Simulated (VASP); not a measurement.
Set up this calculation in VASP 6.6.1, as the native input.

* Task: single point
* Functional: PBE
* Potentials or basis: VASP PAW PBE potentials, release 64 (Sc_sv, As)
* Cutoff: 520 eV
* k mesh: 6 × 6 × 6
* Occupations: gaussian, width 0.1 eV
* Spin: no spin polarisation
* Dipole correction: no
* Further INCAR settings: ALGO = Normal; EDIFF = 1e-06; NBANDS = 18

The structure of ScAs2 lies in POSCAR:

```
ScAs2
1.0
    4.7415531200      0.0000000000      0.0000000000
   -2.3707765600      4.1063054600      0.0000000000
    0.0000000000      0.0000000000      3.2976590000
Sc As
1 2
Direct
    0.0000000000      0.0000000000      0.0000000000
    0.3333333300      0.6666666700      0.5000000000
    0.6666666700      0.3333333300      0.5000000000
```

The cell was built from a structure type or drawn by symmetry, and may not be a known phase.

These files were run (other wordings do the same):

INCAR

```
PREC = Accurate
ENCUT = 520
EDIFF = 1E-6
ISMEAR = 0
SIGMA = 0.1
LREAL = False
LASPH = True
NELM = 100
ALGO = Normal
ISIF = 2
LWAVE = False
LCHARG = False
GGA = PE
NBANDS = 18
```

KPOINTS

```
Automatic mesh
0
Gamma
  6 6 6
```

Potentials or basis: VASP PAW PBE potentials, release 64 (Sc_sv, As).

The run is started by

```console
$ cat potpaw_PBE.64/Sc_sv/POTCAR potpaw_PBE.64/As/POTCAR > POTCAR
$ mpirun -np 1 vasp_std > vasp.out
```

Results of the run:

```yaml
Pressure: -4.9 GPa
Band_gap_on_the_k_mesh: zero (an odd number of electrons rules out a gap without spin polarisation)
```

Caveat: the cell stands under tension.

It took 83 s on 1 thread of AMD EPYC 7R13, with other jobs on the host, peak memory 0.16 GiB.
